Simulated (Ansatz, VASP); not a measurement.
## Two plane-wave programs on AlNi

```xyz
2
Lattice="2.8573 0.0000 0.0000 0.0000 2.8573 0.0000 0.0000 0.0000 2.8573" Properties=species:S:1:pos:R:3 pbc="T T T"
Ni    0.0000    0.0000    0.0000
Al    1.4286    1.4286    1.4286
```

Alike in both runs: functional r2SCAN; dispersion rVV10; k mesh 14 × 14 × 14; occupations gaussian, width 0.1 eV; no spin polarisation.

Ansatz relaxed the structure, and its values are those at the end. VASP's run is a single point on that final structure, the one shown.

|  | VASP | Ansatz |
| --- | --- | --- |
| version | VASP 6.6.1 | Ansatz 0.2.0 |
| potentials or method | VASP PAW PBE potentials, release 64 (Ni, Al), cutoff 660 eV | scalar-relativistic, plane waves, PAW |
| valence electrons in the cell | 13 | 21 |

```csv
,VASP,Ansatz,Ansatz less VASP
gap on the k mesh at the Fermi level (eV),none,none,-
pressure (GPa),-0.1,0.0,+0.12
```

VASP's potentials were made for PBE, not for r2SCAN. A gap of «none» marks a metal or a gap that the smearing closes. VASP's potentials hold 13 valence electrons a cell and Ansatz's 21, so a difference there can come from the potentials and not from the codes.
